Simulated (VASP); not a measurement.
# LiIn4 (P-3m1) in VASP: notebook, part 2 of 3

VASP 6.6.1. Earlier steps stand in the parts before.

## Step 3: Single point, PBE

This run uses another cell than the first one, of 25.34 Å³/atom.

Input file INCAR:

```
SYSTEM = LiIn4
PREC = Accurate ; ENCUT = 520
EDIFF = 1E-6 ; ISMEAR = 0
SIGMA = 0.1 ; LREAL = .FALSE.
LASPH = .TRUE. ; NELM = 60
ALGO = Normal ; ISIF = 2
LWAVE = .FALSE. ; LCHARG = .FALSE.
GGA = PE ; NBANDS = 36
```

Input file KPOINTS:

```
regular mesh
0
G
  6 6 2
  0 0 0
```

Input file POSCAR:

```
LiIn4
1.0
    3.3886211998      0.0000000029      0.0000000000
   -1.6943106024      2.9346320414      0.0000000000
    0.0000000000      0.0000000000     12.7393275136
Li In
1 4
Direct
    0.0000000000      0.0000000000      0.5000000000
    0.3333333333      0.6666666667      0.8948050474
    0.6666666667      0.3333333333      0.1051949526
    0.3333333333      0.6666666667      0.3199330735
    0.6666666667      0.3333333333      0.6800669265
```

Potentials or basis: VASP PAW PBE potentials, release 64 (Li_sv, In_d).

Command:

```sh
> cat potpaw_PBE.64/Li_sv/POTCAR potpaw_PBE.64/In_d/POTCAR > POTCAR
> mpirun -np 1 vasp_std > vasp.out
```

OUTCAR:

```text
SYSTEM = LiIn4
   PREC = Accurate
   ENCUT = 520
   EDIFF = 1E-6
   ISMEAR = 0
   LREAL = .FALSE.
   LASPH = .TRUE.
   NELM = 60
   ISIF = 2
   GGA = PE

 ion  position               nearest neighbor table
   1  0.000  0.000  0.500-   4 3.01   5 3.01   5 3.01   4 3.01   5 3.01   4 3.01
   2  0.333  0.667  0.895-   3 3.32   3 3.32   3 3.32   5 3.36   5 3.36   5 3.36
   3  0.667  0.333  0.105-   2 3.32   2 3.32   2 3.32   4 3.36   4 3.36   4 3.36
   4  0.333  0.667  0.320-   1 3.01   1 3.01   1 3.01   3 3.36   3 3.36   3 3.36
   5  0.667  0.333  0.680-   1 3.01   1 3.01   1 3.01   2 3.36   2 3.36   2 3.36

  LATTYP: Found a hexagonal cell.
 ALAT       =     3.3886211998
 C/A-ratio  =     3.7594427829

  Lattice vectors:

 A1 = (   3.3886211998,   0.0000000029,   0.0000000000)
 A2 = (  -1.6943106024,   2.9346320414,   0.0000000000)
 A3 = (   0.0000000000,   0.0000000000,  12.7393275136)

Analysis of symmetry for initial positions (statically):
=====================================================================
 Subroutine PRICEL returns:
 Original cell was already a primitive cell.

 Routine SETGRP: Setting up the symmetry group for a
 hexagonal supercell.

 Subroutine GETGRP returns: Found 12 space group operations
 (whereof 12 operations were pure point group operations)
 out of a pool of 24 trial point group operations.

The static configuration has the point symmetry D_3d.

Analysis of symmetry for dynamics (positions and initial velocities):
=====================================================================
 Subroutine PRICEL returns:
 Original cell was already a primitive cell.

 Routine SETGRP: Setting up the symmetry group for a
 hexagonal supercell.

 Subroutine GETGRP returns: Found 12 space group operations
 (whereof 12 operations were pure point group operations)
 out of a pool of 24 trial point group operations.

The dynamic configuration has the point symmetry D_3d.

 Subroutine INISYM returns: Found 12 space group operations
 (whereof 12 operations are pure point group operations),
 and found     1 'primitive' translations

----------------------------------------------------------------------------------------

                                     Primitive cell

  volume of cell :     126.6844

  direct lattice vectors                    reciprocal lattice vectors
     3.388621200  0.000000003  0.000000000     0.295105277  0.170379112  0.000000000
    -1.694310602  2.934632041  0.000000000    -0.000000000  0.340758223  0.000000000
     0.000000000  0.000000000 12.739327514     0.000000000  0.000000000  0.078497079

  length of vectors
     3.388621200  3.388621200 12.739327514     0.340758223  0.340758223  0.078497079

  position of ions in fractional coordinates (direct lattice)
     0.000000000  0.000000000  0.500000000
     0.333333333  0.666666667  0.894805047
     0.666666667  0.333333333  0.105194953
[... 34 lines left out ...]

 Found     14 irreducible k-points:

 Following reciprocal coordinates:
            Coordinates               Weight
  0.000000  0.000000  0.000000      1.000000
  0.166667  0.000000  0.000000      6.000000
  0.333333 -0.000000  0.000000      6.000000
  0.500000 -0.000000  0.000000      3.000000
  0.166667  0.166667  0.000000      6.000000
  0.333333  0.166667  0.000000     12.000000
  0.333333  0.333333  0.000000      2.000000
  0.000000  0.000000  0.500000      1.000000
  0.166667  0.000000  0.500000      6.000000
  0.333333 -0.000000  0.500000      6.000000
  0.500000 -0.000000  0.500000      3.000000
  0.166667  0.166667  0.500000      6.000000
  0.333333  0.166667  0.500000     12.000000
  0.333333  0.333333  0.500000      2.000000
   k-points           NKPTS =     14   k-points in BZ     NKDIM =     14   number of bands    NBANDS=     36
   number of dos      NEDOS =    301   number of ions     NIONS =      5
   total plane-waves  NPLWV =  75264
   dimension x,y,z NGX =    28 NGY =   28 NGZ =   96
   dimension x,y,z NGXF=    56 NGYF=   56 NGZF=  192
   ions per type =               1   4
   NGX,Y,Z   is equivalent  to a cutoff of  13.74, 13.74, 12.53 a.u.
   NGXF,Y,Z  is equivalent  to a cutoff of  27.47, 27.47, 25.06 a.u.
 SYSTEM =  LiIn4
   PREC   = accura    normal or accurate (medium, high low for compatibility)
   ISTART =      0    job   : 0-new  1-cont  2-samecut
   ICHARG =      2    charge: 1-file 2-atom 10-const
   ISPIN  =      1    spin polarized calculation?
   LNONCOLLINEAR =      F non collinear calculations
   LSORBIT =      F    spin-orbit coupling
   LASPH  =      T    aspherical Exc in radial PAW
   ENCUT  =  520.0 eV  38.22 Ry    6.18 a.u.   6.30  6.30 23.69*2*pi/ulx,y,z
   NELM   =     60;   NELMIN=  2; NELMDL= -5     # of ELM steps
   EDIFF  = 0.1E-05   stopping-criterion for ELM
   LREAL  =      F    real-space projection
   EDIFFG = 0.1E-04   stopping-criterion for IOM
   NSW    =      0    number of steps for IOM
   IBRION =     -1    ionic relax: 0-MD 1-quasi-New 2-CG
   NFREE  =      0    steps in history (QN), initial steepest desc. (CG)
   ISIF   =      2    stress and relaxation
   ISYM   =      2    0-nonsym 1-usesym 2-fastsym
   POTIM  = 0.5000    time-step for ionic-motion
   TEBEG  =    0.0;   TEEND  =   0.0 temperature during run
   PSTRESS=    0.0 pullay stress
   NELECT =      55.0000    total number of electrons
   NUPDOWN=      -1.0000    fix difference up-down
   EMIN   =  10.00;   EMAX   =-10.00  energy-range for DOS
   EFERMI =   0.00;   METHOD = LEGACY
   ISMEAR =     0;   SIGMA  =   0.10  broadening in eV -4-tet -1-fermi 0-gaus
   EFERMI_NEDOS =   21; number of points for ismear=-14 and -15
   IALGO  =     38    algorithm
   IMIX   =      4    mixing-type and parameters
     AMIX     =   0.40;   BMIX     =  1.00
     AMIX_MAG =   1.60;   BMIX_MAG =  1.00
  volume/ion in A,a.u.               =      25.34       170.98
  Fermi-wavevector in a.u.,A,eV,Ry     =   1.239618  2.342539 20.907443  1.536654
  Thomas-Fermi vector in A             =   2.374094
   LORBIT       =      0    0 simple, 1 ext, 2 COOP (PROOUT), +10 PAW based schemes
   GGA     = PE    functional components
   LHFCALC =     F    Hartree Fock is set to
   AEXX    =    0.0000 exact exchange contribution
   IVDW    =     0    specifies the selected vdW correction
   LEPSILON=     F    determine dielectric tensor
   LRPA    =     F    only Hartree local field effects (RPA)
 non-spin polarized calculation
 Gauss-broadening in eV      SIGMA  =   0.10
  energy-cutoff  :      520.00
  volume of cell :      126.68
 maximum number of plane-waves:      3429
 NGX is ok and might be reduce to    28
   NGX = 13   NGY = 13   NGZ = 47

 number of electron      54.9999997 magnetization

 Free energy of the ion-electron system (eV)
  ---------------------------------------------------
  ext. energy  EPLUGINS =         0.00000000
  ---------------------------------------------------
  free energy    TOTEN  =       -12.57235320 eV

  energy without entropy =      -12.55814762  energy(sigma->0) =      -12.56525041

 E-fermi :   6.1766     XC(G=0):  -9.6746

 val. band max:        6.0339522949   @ k =   0.3333   0.1667   0.5000
 cond. band min:       6.2091764659   @ k =   0.3333   0.1667   0.0000
 fundamental gap:      0.1752241711
 Fermi energy:         6.1766393779

 k-point     1 :       0.0000    0.0000    0.0000
  band No.  band energies     occupation
      1     -40.5516      2.00000
      2      -8.4089      2.00000
      3      -8.3677      2.00000
      4      -8.3647      2.00000
      5      -8.3647      2.00000
      6      -8.3539      2.00000
[... 535 lines left out ...]
     35       9.4498      0.00000
     36      10.1923      0.00000

------------------------ aborting loop because EDIFF is reached ----------------------------------------

  FORCE on cell =-STRESS in cart. coord.  units (eV):
  Direction    XX          YY          ZZ          XY          YZ          ZX
  --------------------------------------------------------------------------------------
  -------------------------------------------------------------------------------------
  Total       -0.0707181     -0.0707181     -0.0554285     -0.0000000      0.0000000     -0.0000000
  in kB       -0.8943715     -0.8943715     -0.7010044     -0.0000000      0.0000000     -0.0000000
  external PRESSURE =      -0.8299158 kB  Pullay stress =       0.0000000 kB

 VOLUME and BASIS-vectors are now :
 -----------------------------------------------------------------------------
  energy-cutoff  :      520.00
  volume of cell :      126.68
      direct lattice vectors                 reciprocal lattice vectors
     3.388621200  0.000000003  0.000000000     0.295105277  0.170379112  0.000000000
    -1.694310602  2.934632041  0.000000000    -0.000000000  0.340758223  0.000000000
     0.000000000  0.000000000 12.739327514     0.000000000  0.000000000  0.078497079

 POSITION                                       TOTAL-FORCE (eV/Angst)
 -----------------------------------------------------------------------------------
      0.00000      0.00000      6.36966         0.000000     -0.000000      0.000000
     -0.00000      1.95642     11.39921         0.000000      0.000000     -0.007786
      1.69431      0.97821      1.34011        -0.000000     -0.000000      0.007786
     -0.00000      1.95642      4.07573        -0.000000      0.000000     -0.008101
      1.69431      0.97821      8.66360         0.000000      0.000000      0.008101
 -----------------------------------------------------------------------------------
    total drift:                                0.000000      0.000000      0.000000

  FREE ENERGIE OF THE ION-ELECTRON SYSTEM (eV)
  ---------------------------------------------------
  free  energy   TOTEN  =       -12.5723531974 eV

  energy  without entropy=      -12.5581476158  energy(sigma->0) =      -12.56525041
```

OSZICAR:

```text
N       E                     dE             d eps       ncg     rms          rms(c)
DAV:   1     0.531872439058E+03    0.53187E+03   -0.26087E+04  1008   0.201E+03
DAV:   2     0.452582650397E+02   -0.48661E+03   -0.47859E+03  1008   0.485E+02
DAV:   3    -0.909627216093E+01   -0.54355E+02   -0.53697E+02  1416   0.180E+02
DAV:   4    -0.124549682878E+02   -0.33587E+01   -0.33270E+01  1608   0.428E+01
DAV:   5    -0.128490803742E+02   -0.39411E+00   -0.39336E+00  1752   0.780E+00    0.456E+00
DAV:   6    -0.125926434584E+02    0.25644E+00   -0.15303E+00  1396   0.131E+01    0.242E+00
DAV:   7    -0.125717349430E+02    0.20909E-01   -0.34889E-01  1296   0.700E+00    0.115E+00
DAV:   8    -0.125728713742E+02   -0.11364E-02   -0.76696E-02  1340   0.386E+00    0.401E-01
DAV:   9    -0.125724307197E+02    0.44065E-03   -0.91994E-03  1304   0.969E-01    0.294E-01
DAV:  10    -0.125723987873E+02    0.31932E-04   -0.22335E-03  1256   0.510E-01    0.744E-02
DAV:  11    -0.125723443628E+02    0.54424E-04   -0.51165E-04  1356   0.254E-01    0.339E-02
DAV:  12    -0.125723514844E+02   -0.71216E-05   -0.32678E-05  1640   0.118E-01    0.988E-03
DAV:  13    -0.125723534477E+02   -0.19633E-05   -0.38726E-06  1004   0.290E-02    0.732E-03
DAV:  14    -0.125723531974E+02    0.25029E-06   -0.13911E-06   648   0.151E-02
   1 F= -.12572353E+02 E0= -.12565250E+02  d E =-.142056E-01
```

stdout:

```text
POSCAR found type information on POSCAR LiIn
 POSCAR found :  2 types and       5 ions
 scaLAPACK will be used
 LDA part: xc-table for (Slater+PW92), standard interpolation
 POSCAR, INCAR and KPOINTS ok, starting setup
 FFT: planning ... GRIDC
 FFT: planning ... GRID_SOFT
 FFT: planning ... GRID
 WAVECAR not read
 entering main loop
```

It took 67 s on 1 thread of Intel Xeon Platinum 8488C (Sapphire Rapids), shared host; peak memory 0.27 GiB.

What came out:

```
Free energy            : -12.5724 eV
Largest force          : 0.008 eV/Å
Band gap on the k mesh : zero (an odd number of electrons rules out a gap without spin polarisation)
```

Forces on the atoms (eV/Å):
```
Li   0.000  0.000  0.000
In   0.000  0.000 -0.008
In   0.000  0.000  0.008
In   0.000  0.000 -0.008
In   0.000  0.000  0.008
```

Caveat: the cutoff is under 1.25 times the usual one of these potentials, so pressure, stress and relaxed cells hold a basis-set (Pulay) error; spin-orbit coupling is left out, which moves the levels of the heavy elements.

(Continued in part 3 of 3.)
